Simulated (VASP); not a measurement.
# C (P6/mmm) in VASP: notebook

C is run at these levels: PBE; tasks: single point.

Program: VASP 6.6.1. These are calculated values, not measurements. Logs are shortened: lines on timing, memory, paths and dates and some standing lists are left out, and cuts for length are marked.

## (1) The cell of the first run

The structure is hexagonal, space group P6/mmm (No. 191). Conventional cell: a = 4.030 Å, b = 4.030 Å, c = 1.241 Å, α = 90.00°, β = 90.00°, γ = 120.00°. C (site symmetry 6/mmm) has 2 C at 1.24 Å within 1.7 Å. C (site symmetry -6m2) has 2 C at 1.24 Å within 1.7 Å.

## (2) Single point, PBE (volume scaled by 0.43)

The input, INCAR:

```
  ALGO = Normal
  EDIFF = 1E-6
  ENCUT = 520
  GGA = PE
  ISIF = 2
  ISMEAR = -1
  LASPH = T
  LCHARG = F
  LREAL = F
  LWAVE = F
  NBANDS = 13
  NELM = 60
  PREC = Accurate
  SIGMA = 0.05
```

The input, KPOINTS:

```
k-points
0
Gamma
  12 12 16
```

The input, POSCAR:

```
C
1.0
    4.0301750312      0.0000000000      0.0000000000
   -2.0150875156      3.4902339587      0.0000000000
    0.0000000000      0.0000000000      1.2410986696
C
3
Direct
    0.0000000000      0.0000000000      0.0000000000
    0.3333333333      0.6666666667      0.5000000000
    0.6666666667      0.3333333333      0.5000000000
```

Potentials or basis: VASP PAW PBE potentials, release 64 (C).

The run is started by

```console
> cat potpaw_PBE.64/C/POTCAR > POTCAR
> mpirun -np 1 vasp_std > vasp.out
```

OUTCAR:

```text
EDIFF = 1E-6
   ENCUT = 520
   GGA = PE
   ISIF = 2
   ISMEAR = -1
   LASPH = T
   LREAL = F
   NELM = 60
   PREC = Accurate

 ion  position               nearest neighbor table
   1  0.000  0.000  0.000-
   2  0.333  0.667  0.500-
   3  0.667  0.333  0.500-

  LATTYP: Found a hexagonal cell.
 ALAT       =     4.0301750312
 C/A-ratio  =     0.3079515555

  Lattice vectors:

 A1 = (   4.0301750312,   0.0000000000,   0.0000000000)
 A2 = (  -2.0150875156,   3.4902339587,   0.0000000000)
 A3 = (   0.0000000000,   0.0000000000,   1.2410986696)

Analysis of symmetry for initial positions (statically):
=====================================================================
 Subroutine PRICEL returns:
 Original cell was already a primitive cell.

 Routine SETGRP: Setting up the symmetry group for a
 hexagonal supercell.

 Subroutine GETGRP returns: Found 24 space group operations
 (whereof 24 operations were pure point group operations)
 out of a pool of 24 trial point group operations.

The static configuration has the point symmetry D_6h.

Analysis of symmetry for dynamics (positions and initial velocities):
=====================================================================
 Subroutine PRICEL returns:
 Original cell was already a primitive cell.

 Routine SETGRP: Setting up the symmetry group for a
 hexagonal supercell.

 Subroutine GETGRP returns: Found 24 space group operations
 (whereof 24 operations were pure point group operations)
 out of a pool of 24 trial point group operations.

The dynamic configuration has the point symmetry D_6h.

 Subroutine INISYM returns: Found 24 space group operations
 (whereof 24 operations are pure point group operations),
 and found     1 'primitive' translations

----------------------------------------------------------------------------------------

                                     Primitive cell

  volume of cell :      17.4576

  direct lattice vectors                    reciprocal lattice vectors
     4.030175031  0.000000000  0.000000000     0.248128181  0.143256872  0.000000000
    -2.015087516  3.490233959  0.000000000     0.000000000  0.286513744  0.000000000
     0.000000000  0.000000000  1.241098670     0.000000000  0.000000000  0.805737710

  length of vectors
[... 86 lines left out ...]
   EDIFFG = 0.1E-04   stopping-criterion for IOM
   NSW    =      0    number of steps for IOM
   IBRION =     -1    ionic relax: 0-MD 1-quasi-New 2-CG
   NFREE  =      0    steps in history (QN), initial steepest desc. (CG)
   ISIF   =      2    stress and relaxation
   ISYM   =      2    0-nonsym 1-usesym 2-fastsym
   POTIM  = 0.5000    time-step for ionic-motion
   TEBEG  =    0.0;   TEEND  =   0.0 temperature during run
   PSTRESS=    0.0 pullay stress
   NELECT =      12.0000    total number of electrons
   NUPDOWN=      -1.0000    fix difference up-down
   EMIN   =  10.00;   EMAX   =-10.00  energy-range for DOS
   EFERMI =   0.00;   METHOD = LEGACY
   ISMEAR =    -1;   SIGMA  =   0.05  broadening in eV -4-tet -1-fermi 0-gaus
   EFERMI_NEDOS =   21; number of points for ismear=-14 and -15
   IALGO  =     38    algorithm
   IMIX   =      4    mixing-type and parameters
     AMIX     =   0.40;   BMIX     =  1.00
     AMIX_MAG =   1.60;   BMIX_MAG =  1.00
  volume/ion in A,a.u.               =       5.82        39.27
  Fermi-wavevector in a.u.,A,eV,Ry     =   1.444798  2.730271 28.401345  2.087440
  Thomas-Fermi vector in A             =   2.563052
   LORBIT       =      0    0 simple, 1 ext, 2 COOP (PROOUT), +10 PAW based schemes
   GGA     = PE    functional components
   LHFCALC =     F    Hartree Fock is set to
   AEXX    =    0.0000 exact exchange contribution
   IVDW    =     0    specifies the selected vdW correction
   LEPSILON=     F    determine dielectric tensor
   LRPA    =     F    only Hartree local field effects (RPA)
 non-spin polarized calculation
  energy-cutoff  :      520.00
  volume of cell :       17.46
 maximum number of plane-waves:       489
 NGX is ok and might be reduce to    30

 number of electron      12.0000002 magnetization

 Free energy of the ion-electron system (eV)
  ---------------------------------------------------
  ext. energy  EPLUGINS =         0.00000000
  ---------------------------------------------------
  free energy    TOTEN  =       -20.60098476 eV

  energy without entropy =      -20.59699620  energy(sigma->0) =      -20.59899048

 E-fermi :   9.2203     XC(G=0): -13.1081

 val. band max:        9.2020510298   @ k =   0.5000   0.0000   0.1875
 cond. band min:       9.2322563703   @ k =   0.2500   0.0000   0.1250
 fundamental gap:      0.0302053405
 Fermi energy:         9.2203083946

 k-point     1 :       0.0000    0.0000    0.0000
  band No.  band energies     occupation
      1     -12.2382      2.00000
      2      -6.1812      2.00000
      3      -6.1725      2.00000
      4       0.0209      2.00000
      5       0.0209      2.00000
      6       0.0235      2.00000
      7       0.0235      2.00000
      8       8.5148      2.00000
      9       8.5148      2.00000
     10      24.3266      0.00000
     11      29.6122      0.00000
     12      29.6129      0.00000
     13      29.6133      0.00000
[... 354 lines left out ...]
  band No.  band energies     occupation
      1     -10.9508      2.00000
      2      -8.1489      2.00000
      3      -6.7547      2.00000
      4      -1.7523      2.00000
      5       1.0930      2.00000
      6       4.1140      2.00000
      7       5.1381      2.00000
      8       5.6719      2.00000
      9       7.6475      2.00000
     10      22.3586      0.00000
     11      25.7700      0.00000
     12      26.0165      0.00000
     13      26.6204      0.00000

 [... further k-points ...]
[... 5 lines left out ...]
  --------------------------------------------------------------------------------------
  -------------------------------------------------------------------------------------
  Total       13.2928301     13.2928301     13.2364277      0.0000000     -0.0000000      0.0000000
  in kB     1219.9534989   1219.9534989   1214.7771588      0.0000000     -0.0000000      0.0000000
  external PRESSURE =    1218.2280522 kB  Pullay stress =       0.0000000 kB

 VOLUME and BASIS-vectors are now :
 -----------------------------------------------------------------------------
  energy-cutoff  :      520.00
  volume of cell :       17.46
      direct lattice vectors                 reciprocal lattice vectors
     4.030175031  0.000000000  0.000000000     0.248128181  0.143256872  0.000000000
    -2.015087516  3.490233959  0.000000000     0.000000000  0.286513744  0.000000000
     0.000000000  0.000000000  1.241098670     0.000000000  0.000000000  0.805737710

 POSITION                                       TOTAL-FORCE (eV/Angst)
 -----------------------------------------------------------------------------------
      0.00000      0.00000      0.00000         0.000000      0.000000     -0.000000
     -0.00000      2.32682      0.62055        -0.000000      0.000000      0.000000
      2.01509      1.16341      0.62055         0.000000     -0.000000     -0.000000
 -----------------------------------------------------------------------------------
    total drift:                               -0.000000      0.000000     -0.000000

  FREE ENERGIE OF THE ION-ELECTRON SYSTEM (eV)
  ---------------------------------------------------
  free  energy   TOTEN  =       -20.6009847558 eV

  energy  without entropy=      -20.5969962028  energy(sigma->0) =      -20.59899048
```

Wall time 50 s (1 thread of Intel Xeon Platinum 8259CL at 2.50GHz (Skylake/Cascade Lake), shared host); peak memory 0.14 GiB.

Results:

```yaml
Free_energy: -20.6010 eV
Pressure: 121.8 GPa
Band_gap_on_the_k_mesh: zero (band 6 reaches 18.76 eV, above the bottom of band 7 at 0.02 eV)
```

Levels at points of the mesh, in eV from the Fermi level:
| k point | band 3 | band 4 | band 5 | band 6 | band 7 | band 8 | band 9 | band 10 |
| --- | --- | --- | --- | --- | --- | --- | --- | --- |
| (0.00, 0.00, 0.00) | -15.39 | -9.20 | -9.20 | -9.20 | -9.20 | -0.71 | -0.71 | 15.11 |
| (0.50, 0.00, 0.00) | -16.34 | -11.62 | -6.31 | -6.31 | -3.50 | -3.49 | -3.16 | 11.12 |
| (0.00, 0.00, 0.50) | -9.61 | 6.43 | 8.92 | 9.54 | 9.54 | 10.70 | 10.70 | 12.19 |
| (0.50, 0.00, 0.50) | -9.98 | 6.71 | 8.00 | 8.26 | 8.80 | 10.38 | 10.97 | 12.45 |

Caveat: the cell differs from its parent crystal (volume scaled by 0.43).

## (3) Single point, PBE

This run uses another cell than the first one, of 6.77 Å³/atom, 1.163 times its volume.

The input, INCAR:

```
PREC     = Accurate       # precision mode
ENCUT    = 520            # plane-wave cutoff, eV
EDIFF    = 1E-7           # SCF threshold, eV
ISMEAR   = -1             # smearing method
SIGMA    = 0.05           # smearing width, eV
LREAL    = False          # projectors in reciprocal space
LASPH    = True           # aspherical terms in the spheres
NELM     = 100            # most SCF steps
ALGO     = Normal         # electronic algorithm
ISIF     = 2              # what is computed and relaxed
LWAVE    = False          # write WAVECAR
LCHARG   = False          # write CHGCAR
GGA      = PE             # functional
NBANDS   = 13             # bands
```

The input, KPOINTS:

```
regular mesh
0
Gamma
  12 12 16
```

The input, POSCAR:

```
C
1.0
    4.3253449561      0.0000000000      0.0000000000
   -2.1626724780      3.7458586121      0.0000000000
    0.0000000000      0.0000000000      1.2528935591
C
3
Direct
    0.0000000000      0.0000000000      0.0000000000
    0.3333333333      0.6666666667      0.5000000000
    0.6666666667      0.3333333333      0.5000000000
```

Potentials or basis: VASP PAW PBE potentials, release 64 (C).

The run is started by

```console
> cat potpaw_PBE.64/C/POTCAR > POTCAR
> mpirun -np 1 vasp_std > vasp.out
```

OUTCAR:

```text
PREC = Accurate
   ENCUT = 520
   EDIFF = 1E-7
   ISMEAR = -1
   LREAL = False
   LASPH = True
   NELM = 100
   ISIF = 2
   GGA = PE

 ion  position               nearest neighbor table
   1  0.000  0.000  0.000-
   2  0.333  0.667  0.500-
   3  0.667  0.333  0.500-

  LATTYP: Found a hexagonal cell.
 ALAT       =     4.3253449561
 C/A-ratio  =     0.2896632689

  Lattice vectors:

 A1 = (   4.3253449561,   0.0000000000,   0.0000000000)
 A2 = (  -2.1626724780,   3.7458586121,   0.0000000000)
 A3 = (   0.0000000000,   0.0000000000,   1.2528935591)

Analysis of symmetry for initial positions (statically):
=====================================================================
 Subroutine PRICEL returns:
 Original cell was already a primitive cell.

 Routine SETGRP: Setting up the symmetry group for a
 hexagonal supercell.

 Subroutine GETGRP returns: Found 24 space group operations
 (whereof 24 operations were pure point group operations)
 out of a pool of 24 trial point group operations.

The static configuration has the point symmetry D_6h.
[... 174 lines left out ...]
      4      -1.0503      2.00000
      5      -1.0503      2.00000
      6      -1.0492      2.00000
      7      -1.0492      2.00000
      8       5.3884      2.00000
      9       5.3884      2.00000
     10      19.2567      0.00000
     11      24.7110      0.00000
     12      24.7111      0.00000
     13      24.7116      0.00000
[... 354 lines left out ...]
  band No.  band energies     occupation
      1     -11.6928      2.00000
      2      -9.6184      2.00000
      3      -8.7869      2.00000
      4      -2.4272      2.00000
      5      -0.5041      2.00000
      6       2.2365      2.00000
      7       2.9428      2.00000
      8       3.1150      2.00000
      9       4.8566      2.00000
     10      18.9225      0.00000
     11      21.5554      0.00000
     12      21.8600      0.00000
     13      22.5257      0.00000

 [... further k-points ...]

------------------------ aborting loop because EDIFF is reached ----------------------------------------

  FORCE on cell =-STRESS in cart. coord.  units (eV):
  Direction    XX          YY          ZZ          XY          YZ          ZX
  --------------------------------------------------------------------------------------
  -------------------------------------------------------------------------------------
  Total        8.8654432      8.8654432      8.8027059      0.0000000      0.0000000      0.0000000
  in kB      699.7207096    699.7207096    694.7690553      0.0000000      0.0000000      0.0000000
  external PRESSURE =     698.0701582 kB  Pullay stress =       0.0000000 kB

 VOLUME and BASIS-vectors are now :
 -----------------------------------------------------------------------------
  energy-cutoff  :      520.00
  volume of cell :       20.30
      direct lattice vectors                 reciprocal lattice vectors
     4.325344956  0.000000000  0.000000000     0.231195433  0.133480745  0.000000000
    -2.162672478  3.745858612  0.000000000     0.000000000  0.266961491  0.000000000
     0.000000000  0.000000000  1.252893559     0.000000000  0.000000000  0.798152399

 POSITION                                       TOTAL-FORCE (eV/Angst)
 -----------------------------------------------------------------------------------
      0.00000      0.00000      0.00000         0.000000      0.000000      0.000000
     -0.00000      2.49724      0.62645        -0.000000      0.000000      0.000000
      2.16267      1.24862      0.62645         0.000000      0.000000      0.000000
 -----------------------------------------------------------------------------------
    total drift:                               -0.000000      0.000000      0.000000

  FREE ENERGIE OF THE ION-ELECTRON SYSTEM (eV)
  ---------------------------------------------------
  free  energy   TOTEN  =       -22.2354447126 eV

  energy  without entropy=      -22.2294591195  energy(sigma->0) =      -22.23245192
```

OSZICAR:

```text
N       E                     dE             d eps       ncg     rms          rms(c)
DAV:   1     0.151788679858E+02    0.15179E+02   -0.68620E+03  4467   0.895E+02
DAV:   2    -0.235973229393E+02   -0.38776E+02   -0.35446E+02  5592   0.159E+02
DAV:   3    -0.246194890666E+02   -0.10222E+01   -0.10182E+01  5396   0.237E+01
DAV:   4    -0.246227741596E+02   -0.32851E-02   -0.32849E-02  5639   0.169E+00
DAV:   5    -0.246227931983E+02   -0.19039E-04   -0.19039E-04  5516   0.118E-01    0.934E+00
DAV:   6    -0.227416346622E+02    0.18812E+01   -0.13992E+00  4836   0.856E+00    0.525E+00
DAV:   7    -0.222314503273E+02    0.51018E+00   -0.12513E+00  5056   0.824E+00    0.167E+00
DAV:   8    -0.222358042028E+02   -0.43539E-02   -0.64331E-02  5161   0.161E+00    0.268E-01
DAV:   9    -0.222353975669E+02    0.40664E-03   -0.95629E-04  5461   0.238E-01    0.629E-02
DAV:  10    -0.222354483794E+02   -0.50812E-04   -0.77461E-05  5494   0.697E-02    0.532E-02
DAV:  11    -0.222354453798E+02    0.29995E-05   -0.12634E-06  5770   0.911E-03    0.847E-03
DAV:  12    -0.222354448565E+02    0.52336E-06   -0.56603E-08  3948   0.222E-03    0.166E-03
DAV:  13    -0.222354447163E+02    0.14015E-06   -0.18756E-08  3673   0.141E-03    0.142E-04
DAV:  14    -0.222354447126E+02    0.37473E-08   -0.15159E-09  3448   0.358E-04
   1 F= -.22235445E+02 E0= -.22232452E+02  d E =-.598559E-02
```

stdout:

```text
POSCAR found type information on POSCAR C
 POSCAR found :  1 types and       3 ions
 scaLAPACK will be used
 LDA part: xc-table for (Slater+PW92), standard interpolation
 POSCAR, INCAR and KPOINTS ok, starting setup
 FFT: planning ... GRIDC
 FFT: planning ... GRID_SOFT
 FFT: planning ... GRID
 WAVECAR not read
 entering main loop
```

It took 42 s on 1 thread of Intel Xeon Platinum 8259CL at 2.50GHz (Skylake/Cascade Lake), shared host; peak memory 0.14 GiB.

What came out:

- Free energy: -22.2354 eV
- Pressure: 69.8 GPa
- Band gap on the k mesh: zero (band 6 reaches 17.20 eV, above the bottom of band 7 at -1.05 eV)

Stress tensor (GPa, compression positive):
```
69.97  0.00  0.00
 0.00 69.97  0.00
 0.00  0.00 69.48
```

## (4) Single point, PBE

The input, INCAR:

```
SYSTEM = C
  ALGO = Normal
  EDIFF = 1E-6
  ENCUT = 520
  GGA = PE
  ISIF = 2
  ISMEAR = -1
  LASPH = .TRUE.
  LCHARG = .FALSE.
  LREAL = .FALSE.
  LWAVE = .FALSE.
  NBANDS = 13
  NELM = 60
  PREC = Accurate
  SIGMA = 0.05
```

The input, KPOINTS:

```
k-points
0
G
  12 12 16
  0 0 0
```

POSCAR is that of step 3.

The run is started by

```console
> cat potpaw_PBE.64/C/POTCAR > POTCAR
> mpirun -np 1 vasp_std > vasp.out
```

Wall time 41 s (1 thread of Intel Xeon Platinum 8259CL at 2.50GHz (Skylake/Cascade Lake), shared host); peak memory 0.14 GiB.

Results (log left out):

| Property | Result |
| --- | --- |
| Free energy | -22.2354 eV |
| Pressure | 69.8 GPa |
| Band gap on the k mesh | zero (band 6 reaches 17.20 eV, above the bottom of band 7 at -1.05 eV) |

Stress tensor (GPa, compression positive):
```
69.97  0.00  0.00
 0.00 69.97  0.00
 0.00  0.00 69.48
```

Levels at points of the mesh, in eV from the Fermi level:
```csv
k point,band 2,band 3,band 4,band 5,band 6,band 7,band 8,band 9,band 10,band 11
"(0.00, 0.00, 0.00)",-15.45,-15.45,-8.01,-8.01,-8.01,-8.01,-1.58,-1.58,12.29,17.75
"(0.50, 0.00, 0.00)",-17.95,-16.06,-9.98,-6.16,-6.16,-3.60,-3.60,-3.42,10.30,14.25
"(0.00, 0.00, 0.50)",-9.58,-9.23,7.21,9.03,10.24,10.24,11.15,11.15,11.34,12.28
"(0.50, 0.00, 0.50)",-9.57,-9.45,7.63,8.65,8.70,9.74,10.97,11.27,12.00,12.89
```
